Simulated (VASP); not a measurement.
# Ru (Im-3m) in VASP: a series of runs

Runs on Ru. Level: r2SCAN. Tasks: single point.

All numbers are computed with VASP 6.6.1; they aren't measurements. Logs are shortened: lines on timing, memory, paths and dates and some standing lists are left out, and cuts for length are marked.

### Step 1. The cell of the first run

It takes space group Im-3m (No. 229, cubic). Conventional cell: a = 3.065 Å, b = 3.065 Å, c = 3.065 Å, α = 90.00°, β = 90.00°, γ = 90.00°. Ru (site symmetry m-3m) has 14 Ru at 2.65 to 3.07 Å within 3.5 Å.

### Step 2. Single point, r2SCAN, collinear spin, ferromagnetic start

The input, POSCAR:

```
Ru
1.0
   -1.5326308274      1.5326308274      1.5326308274
    1.5326308274     -1.5326308274      1.5326308274
    1.5326308274      1.5326308274     -1.5326308274
Ru
1
Direct
    0.0000000000      0.0000000000      0.0000000000
```

The input, INCAR.step1:

```
SYSTEM = Ru
PREC = Accurate
ENCUT = 520
ISMEAR = -1
SIGMA = 0.05
LREAL = .False.
LASPH = .True.
NELM = 150
ISPIN = 2
MAGMOM = 1
LMAXMIX = 4
NBANDS = 17
GGA = PE
ALGO = Normal
EDIFF = 1E-4
LWAVE = .True.
LCHARG = .False.
```

The input, INCAR.step2:

```
SYSTEM = Ru
PREC = Accurate
ENCUT = 520
EDIFF = 1E-7
ISMEAR = -1
SIGMA = 0.05
LREAL = .False.
LASPH = .True.
NELM = 150
ALGO = Normal
ISIF = 2
LWAVE = .False.
LCHARG = .False.
ISPIN = 2
MAGMOM = 1
LORBIT = 11
LMAXMIX = 4
METAGGA = R2SCAN
LMIXTAU = .True.
NBANDS = 17
ISTART = 1
```

The input, KPOINTS:

```
Automatic mesh
0
Gamma
  15 15 15
  0 0 0
```

Potentials or basis: VASP PAW PBE potentials, release 64 (Ru_pv).

Launch:

```sh
$ cat potpaw_PBE.64/Ru_pv/POTCAR > POTCAR
$ cp INCAR.step1 INCAR
$ mpirun -np 1 vasp_std > vasp.out
$ cp INCAR.step2 INCAR
$ mpirun -np 1 vasp_std > vasp.out
```

OUTCAR:

```text
SYSTEM = Ru
   PREC = Accurate
   ENCUT = 520
   EDIFF = 1E-7
   ISMEAR = -1
   LREAL = .False.
   LASPH = .True.
   NELM = 150
   ISIF = 2
   ISPIN = 2
   LORBIT = 11
   METAGGA = R2SCAN
   ISTART = 1

 ion  position               nearest neighbor table
   1  0.000  0.000  0.000-

  LATTYP: Found a body centered cubic cell.
 ALAT       =     3.0652616548

  Lattice vectors:

 A1 = (  -1.5326308274,   1.5326308274,   1.5326308274)
 A2 = (   1.5326308274,  -1.5326308274,   1.5326308274)
 A3 = (   1.5326308274,   1.5326308274,  -1.5326308274)

Analysis of symmetry for initial positions (statically):
=====================================================================
 Subroutine PRICEL returns:
 Original cell was already a primitive cell.

 Routine SETGRP: Setting up the symmetry group for a
 body centered cubic supercell.

 Subroutine GETGRP returns: Found 48 space group operations
 (whereof 48 operations were pure point group operations)
 out of a pool of 48 trial point group operations.

The static configuration has the point symmetry O_h .

Analysis of symmetry for dynamics (positions and initial velocities):
=====================================================================
 Subroutine PRICEL returns:
 Original cell was already a primitive cell.

 Routine SETGRP: Setting up the symmetry group for a
 body centered cubic supercell.

 Subroutine GETGRP returns: Found 48 space group operations
 (whereof 48 operations were pure point group operations)
 out of a pool of 48 trial point group operations.

The dynamic configuration has the point symmetry O_h .

Analysis of structural, dynamic, and magnetic symmetry:
=====================================================================
 Subroutine PRICEL returns:
 Original cell was already a primitive cell.

 Routine SETGRP: Setting up the symmetry group for a
 body centered cubic supercell.

 Subroutine GETGRP returns: Found 48 space group operations
 (whereof 48 operations were pure point group operations)
 out of a pool of 48 trial point group operations.

The overall configuration has the point symmetry O_h .

 Subroutine INISYM returns: Found 48 space group operations
 (whereof 48 operations are pure point group operations),
 and found     1 'primitive' translations

----------------------------------------------------------------------------------------

                                     Primitive cell

  volume of cell :      14.4003

  direct lattice vectors                    reciprocal lattice vectors
    -1.532630827  1.532630827  1.532630827     0.000000000  0.326236424  0.326236424
     1.532630827 -1.532630827  1.532630827     0.326236424  0.000000000  0.326236424
[... 97 lines left out ...]
   EFERMI =   0.00;   METHOD = LEGACY
   ISMEAR =    -1;   SIGMA  =   0.05  broadening in eV -4-tet -1-fermi 0-gaus
   EFERMI_NEDOS =   21; number of points for ismear=-14 and -15
   IALGO  =     38    algorithm
   IMIX   =      4    mixing-type and parameters
     AMIX     =   0.40;   BMIX     =  1.00
     AMIX_MAG =   1.60;   BMIX_MAG =  1.00
  volume/ion in A,a.u.               =      14.40        97.18
  Fermi-wavevector in a.u.,A,eV,Ry     =   1.621785  3.064729 35.785863  2.630187
  Thomas-Fermi vector in A             =   2.715505
   LORBIT       =     11    0 simple, 1 ext, 2 COOP (PROOUT), +10 PAW based schemes
   METAGGA = R2SCAN    functional components
   LHFCALC =     F    Hartree Fock is set to
   AEXX    =    0.0000 exact exchange contribution
   IVDW    =     0    specifies the selected vdW correction
   LEPSILON=     F    determine dielectric tensor
   LRPA    =     F    only Hartree local field effects (RPA)
 spin polarized calculation
  energy-cutoff  :      520.00
  volume of cell :       14.40
 maximum number of plane-waves:       402
   NGX =  9   NGY =  9   NGZ =  9

 number of electron      14.0000007 magnetization      -0.0002833

 number of electron      14.0000007 magnetization       0.0000103

 Free energy of the ion-electron system (eV)
  ---------------------------------------------------
  ext. energy  EPLUGINS =         0.00000000
  ---------------------------------------------------
  free energy    TOTEN  =       -24.77474592 eV

  energy without entropy =      -24.75907098  energy(sigma->0) =      -24.76690845

 E-fermi :  11.8537     XC(G=0): -14.9779

 val. band max:       11.8368370046   @ k =   0.3333   0.1333   0.0667
 cond. band min:      11.8635341875   @ k =   0.2000   0.0000   0.0000
 fundamental gap:      0.0266971828
 Fermi energy:        11.8536828079

 spin component 1

 k-point     1 :       0.0000    0.0000    0.0000
  band No.  band energies     occupation
      1     -32.0794      1.00000
      2     -32.0794      1.00000
      3     -32.0794      1.00000
      4       3.6846      1.00000
      5       9.0077      1.00000
      6       9.0077      1.00000
[... 459 lines left out ...]
      6       9.7279      1.00000
[... 9 lines left out ...]
     16      43.2217      0.00000
     17      46.4956      0.00000

 [... further k-points ...]

 spin component 2

 k-point     1 :       0.0000    0.0000    0.0000
  band No.  band energies     occupation
      1     -32.0794      1.00000
      2     -32.0794      1.00000
      3     -32.0794      1.00000
      4       3.6846      1.00000
      5       9.0077      1.00000
      6       9.0077      1.00000
[... 459 lines left out ...]
      6       9.7279      1.00000
[... 9 lines left out ...]
     16      43.2217      0.00000
     17      46.4956      0.00000

 [... further k-points ...]
[... 5 lines left out ...]
  --------------------------------------------------------------------------------------
  -------------------------------------------------------------------------------------
  Total       -0.7428774     -0.7428774     -0.7428774     -0.0000000      0.0000000     -0.0000000
  in kB      -82.6523212    -82.6523212    -82.6523212     -0.0000000      0.0000000     -0.0000000
  external PRESSURE =     -82.6523212 kB  Pullay stress =       0.0000000 kB

 VOLUME and BASIS-vectors are now :
 -----------------------------------------------------------------------------
  energy-cutoff  :      520.00
  volume of cell :       14.40
      direct lattice vectors                 reciprocal lattice vectors
    -1.532630827  1.532630827  1.532630827     0.000000000  0.326236424  0.326236424
     1.532630827 -1.532630827  1.532630827     0.326236424  0.000000000  0.326236424
     1.532630827  1.532630827 -1.532630827     0.326236424  0.326236424  0.000000000

 POSITION                                       TOTAL-FORCE (eV/Angst)
 -----------------------------------------------------------------------------------
      0.00000      0.00000      0.00000         0.000000      0.000000      0.000000
 -----------------------------------------------------------------------------------
    total drift:                                0.000000     -0.000000     -0.000000

  FREE ENERGIE OF THE ION-ELECTRON SYSTEM (eV)
  ---------------------------------------------------
  free  energy   TOTEN  =       -24.7747459208 eV

  energy  without entropy=      -24.7590709845  energy(sigma->0) =      -24.76690845

 total charge

# of ion       s       p       d       tot
------------------------------------------
    1        0.381   6.270   5.916  12.566

 magnetization (x)

# of ion       s       p       d       tot
------------------------------------------
    1       -0.000   0.000   0.000   0.000
```

It took 4.4 min on 1 thread of AMD EPYC 7R43 (Zen 3), shared host; peak memory 0.13 GiB.

Results:

```
Free energy                                           : -24.7747 eV
Pressure                                              : -8.3 GPa
Band gap on the k mesh                                : zero (filled and empty bands overlap)
Net moment                                            : 0.00 μB per cell
Valence electrons inside the program's atomic spheres : Ru 12.57
```

Caveat: the PAW data sets were made with another functional, which shifts forces and pressure a little.

### Step 3. Single point, r2SCAN, collinear spin, ferromagnetic start (volume scaled by 0.88)

The input, POSCAR:

```
Ru
1.0
   -1.4686955560      1.4686955560      1.4686955560
    1.4686955560     -1.4686955560      1.4686955560
    1.4686955560      1.4686955560     -1.4686955560
Ru
1
Direct
    0.0000000000      0.0000000000      0.0000000000
```

The input, INCAR.step1:

```
SYSTEM = Ru
ALGO = Normal
EDIFF = 1E-4
ENCUT = 520
GGA = PE
ISMEAR = -1
ISPIN = 2
LASPH = .True.
LCHARG = .False.
LMAXMIX = 4
LREAL = .False.
LWAVE = .True.
MAGMOM = 1.333
NBANDS = 17
NELM = 150
PREC = Accurate
SIGMA = 0.05
```

The input, INCAR.step2:

```
SYSTEM = Ru
ALGO = Normal
EDIFF = 1E-6
ENCUT = 520
ISIF = 2
ISMEAR = -1
ISPIN = 2
ISTART = 1
LASPH = .True.
LCHARG = .True.
LELF = .True.
LMAXMIX = 4
LMIXTAU = .True.
LORBIT = 11
LREAL = .False.
LVHAR = .True.
LWAVE = .False.
MAGMOM = 1.333
METAGGA = R2SCAN
NBANDS = 17
NELM = 150
PREC = Accurate
SIGMA = 0.05
```

The input, KPOINTS:

```
k-points
0
Gamma
  16 16 16
  0 0 0
```

Potentials or basis: VASP PAW PBE potentials, release 64 (Ru_pv).

Launch:

```sh
$ cat potpaw_PBE.64/Ru_pv/POTCAR > POTCAR
$ cp INCAR.step1 INCAR
$ mpirun -np 1 vasp_std > vasp.out
$ cp INCAR.step2 INCAR
$ mpirun -np 1 vasp_std > vasp.out
```

It took 5.1 min on 1 thread of AMD EPYC 7R43 (Zen 3), shared host; peak memory 0.13 GiB.

It converged, with:

```yaml
Free_energy: -24.6352 eV
Pressure: 38.4 GPa
Band_gap_on_the_k_mesh: zero (filled and empty bands overlap)
Net_moment: 0.00 μB per cell
Valence_electrons_inside_the_program's_atomic_spheres: Ru 12.83
```

Levels at points of the mesh, in eV from the Fermi level:
Spin up:
```
           k point  band 3  band 4  band 5  band 6  band 7  band 8  band 9  band 10  band 11  band 12
(0.00, 0.00, 0.00)  -43.98   -8.96   -3.41   -3.41   -3.41   -0.12   -0.12     8.45    18.00    18.00
(0.50, 0.00, 0.00)  -43.99   -7.34   -5.52   -0.12    0.48    1.34    2.89     8.44    12.07    14.35
(0.50, 0.50, 0.50)  -44.99   -7.57   -7.57    2.14    2.14    2.14    8.44    10.42    10.42    10.42
```
Spin down:
| k point | band 4 | band 5 | band 6 | band 7 | band 8 | band 9 | band 10 | band 11 |
| --- | --- | --- | --- | --- | --- | --- | --- | --- |
| (0.00, 0.00, 0.00) | -8.96 | -3.41 | -3.41 | -3.41 | -0.12 | -0.12 | 8.45 | 18.00 |
| (0.50, 0.00, 0.00) | -7.34 | -5.52 | -0.12 | 0.48 | 1.34 | 2.89 | 8.45 | 12.07 |
| (0.50, 0.50, 0.50) | -7.57 | -7.57 | 2.14 | 2.14 | 2.14 | 8.45 | 10.42 | 10.42 |

Caveat: the PAW data sets were made with another functional, which shifts forces and pressure a little.

### Step 4. Single point, r2SCAN, collinear spin, ferromagnetic start (volume scaled by 0.92)

The input, POSCAR:

```
Ru
1.0
   -1.4906196174      1.4906196174      1.4906196174
    1.4906196174     -1.4906196174      1.4906196174
    1.4906196174      1.4906196174     -1.4906196174
Ru
1
Direct
    0.0000000000      0.0000000000      0.0000000000
```

The input, INCAR.step1:

```
SYSTEM = Ru
PREC = Accurate
ENCUT = 520
ISMEAR = -1
SIGMA = 0.05
LREAL = .False.
LASPH = .True.
NELM = 150
ISPIN = 2
MAGMOM = 1.333
LMAXMIX = 4
NBANDS = 17
GGA = PE
ALGO = Normal
EDIFF = 1E-4
LWAVE = .True.
LCHARG = .False.
```

The input, INCAR.step2:

```
SYSTEM = Ru
PREC = Accurate
ENCUT = 520
EDIFF = 1E-6
ISMEAR = -1
SIGMA = 0.05
LREAL = .False.
LASPH = .True.
NELM = 150
ALGO = Normal
ISIF = 2
LWAVE = .False.
LCHARG = .False.
ISPIN = 2
MAGMOM = 1.333
LORBIT = 11
LMAXMIX = 4
METAGGA = R2SCAN
LMIXTAU = .True.
NBANDS = 17
ISTART = 1
```

The input, KPOINTS:

```
Automatic mesh
0
Gamma
  16 16 16
  0 0 0
```

Launch:

```sh
$ cat potpaw_PBE.64/Ru_pv/POTCAR > POTCAR
$ cp INCAR.step1 INCAR
$ mpirun -np 1 vasp_std > vasp.out
$ cp INCAR.step2 INCAR
$ mpirun -np 1 vasp_std > vasp.out
```

Run time: 4.7 min. Hardware: 1 thread of AMD EPYC 7R43 (Zen 3), shared host; peak memory 0.14 GiB.

Results (log left out):

- Free energy: -24.7376 eV
- Pressure: 19.1 GPa
- Band gap on the k mesh: zero (filled and empty bands overlap)
- Net moment: 0.00 μB per cell
- Valence electrons inside the program's atomic spheres: Ru 12.73

Levels at points of the mesh, in eV from the Fermi level:
Spin up:
| k point | band 4 | band 5 | band 6 | band 7 | band 8 | band 9 | band 10 | band 11 |
| --- | --- | --- | --- | --- | --- | --- | --- | --- |
| (0.00, 0.00, 0.00) | -8.69 | -3.20 | -3.20 | -3.20 | -0.10 | -0.10 | 8.44 | 17.99 |
| (0.50, 0.00, 0.00) | -6.93 | -5.18 | -0.11 | 0.45 | 1.26 | 2.68 | 8.44 | 11.42 |
| (0.50, 0.50, 0.50) | -7.09 | -7.09 | 1.99 | 1.99 | 1.99 | 8.44 | 10.12 | 10.12 |
Spin down:
```
           k point  band 5  band 6  band 7  band 8  band 9  band 10
(0.00, 0.00, 0.00)   -3.20   -3.20   -3.20   -0.10   -0.10     8.43
(0.50, 0.00, 0.00)   -5.18   -0.12    0.44    1.26    2.68     8.43
(0.50, 0.50, 0.50)   -7.09    1.99    1.99    1.99    8.43    10.12
```

Caveat: the PAW data sets were made with another functional, which shifts forces and pressure a little.

[end of part 1 of 2]
